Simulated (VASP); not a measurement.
Input of a VASP 6.6.1 run:

File INCAR:

```
PREC = Accurate
ENCUT = 520
EDIFF = 1E-6
ISMEAR = -1
SIGMA = 0.05
LREAL = False
LASPH = True
NELM = 100
ALGO = Normal
ISIF = 2
LWAVE = False
LCHARG = True
LELF = True
LVHAR = True
NBANDS = 11
```

Contents of KPOINTS:

```
regular mesh
0
Gamma
  12 12 3
```

POSCAR

```
C
1.0
    2.4561701622      0.0000000000      0.0000000000
   -1.2280850811      2.1271057565      0.0000000000
    0.0000000000      0.0000000000      8.5238033600
C
2
Direct
    0.6666666667      0.3333333333      0.0000000000
    0.3333333333      0.6666666667      0.0000000000
```

Potentials or basis: VASP PAW LDA potentials, release 64 (C).

Command:

```bash
$ cat potpaw_LDA.64/C/POTCAR > POTCAR
$ mpirun -np 1 vasp_std > vasp.out
```

Task: Predict the band gap on the k mesh.

Result: Zero (filled and empty bands touch).
